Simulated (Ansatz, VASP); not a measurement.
## One calculation of KCdCO3F, two programs

Contents of INCAR:

```
SYSTEM = KCdCO3F
ALGO = Normal
EDIFF = 1E-6
ENCUT = 520
GGA = PE
ISIF = 2
ISMEAR = 0
LASPH = .True.
LCHARG = .False.
LREAL = .False.
LWAVE = .False.
NBANDS = 34
NELM = 60
PREC = Accurate
SIGMA = 0.01
```

KPOINTS

```
k-points
0
Gamma
  6 6 6
  0 0 0
```

POSCAR

```
KCdCO3F
1.0
    5.0419290486      0.0000000000      0.0000000000
   -2.5209645243      4.3664386401      0.0000000000
    0.0000000000      0.0000000000      4.4240642756
K Cd C O F
1 1 1 3 1
Direct
    0.0000000000      0.0000000000      0.0000000000
    0.6666666667      0.3333333333      0.5000000000
    0.3333333333      0.6666666667      0.5000000000
    0.1864134959      0.3728269919      0.5000000000
    0.1864134959      0.8135865041      0.5000000000
    0.6271730081      0.8135865041      0.5000000000
    0.6666666667      0.3333333333      0.0000000000
```

Input for Ansatz:

```yaml
crystal:
  lattice:
    - [5.0419290486, 0.0, 0.0]
    - [-2.5209645243, 4.3664386401, 0.0]
    - [0.0, 0.0, 4.4240642756]
  atoms:
    - { symbol: K, position: [0.0, 0.0, 0.0] }
    - { symbol: Cd, position: [0.6666666667, 0.3333333333, 0.5] }
    - { symbol: C, position: [0.3333333333, 0.6666666667, 0.5] }
    - { symbol: O, position: [0.1864134959, 0.3728269919, 0.5] }
    - { symbol: O, position: [0.1864134959, 0.8135865041, 0.5] }
    - { symbol: O, position: [0.6271730081, 0.8135865041, 0.5] }
    - { symbol: F, position: [0.6666666667, 0.3333333333, 0.0] }
kpoints:
  mp_grid: { grid: [6, 6, 6] }
  band_path:
    path:
      - [0.0, 0.0, 0.0]
      - [0.5, 0.0, 0.0]
      - [0.3333333333, 0.3333333333, 0.0]
      - [0.0, 0.0, 0.5]
      - [0.5, 0.0, 0.5]
      - [0.3333333333, 0.3333333333, 0.5]
    npoints: 1
hamiltonian:
  xc: pbe
scf:
  occupations: { method: fixed }
  n_extra_bands: 5
output:
  forces: true
  stress: true
  eigenvalues: true
```

Alike in both runs: task single point; functional PBE; k mesh 6 × 6 × 6; no spin polarisation.

|  | VASP | Ansatz |
| --- | --- | --- |
| version | VASP 6.6.1 | Ansatz 0.2.0 |
| potentials or method | VASP PAW PBE potentials, release 64 (K_sv, Cd, C, O, F) | plane waves, PAW |
| plane-wave cutoff (eV) | 520 | 420 |
| occupations | gaussian, width 0.01 eV | fixed |
| valence electrons in the cell | 50 | 58 |

VASP gave:

| Item | Value |
| --- | --- |
| gap on the k mesh at the Fermi level (eV) | 2.00 |
| pressure (GPa) | 4.9 |
| traceless stress, the component that is largest in VASP (GPa) | -1.49 |
| rms of the force components (eV/Å) | 0.274 |

**Question.** Estimate Ansatz's values.

**Answer.** gap on the k mesh at the Fermi level (eV): 2.03; pressure (GPa): 4.1; traceless stress, the component that is largest in VASP (GPa): -1.07; rms of the force components (eV/Å): 0.172.

Atom by atom the forces differ by 0.102 eV/Å (rms over components). VASP's potentials hold 50 valence electrons a cell and Ansatz's 58, so a difference there can come from the potentials and not from the codes.
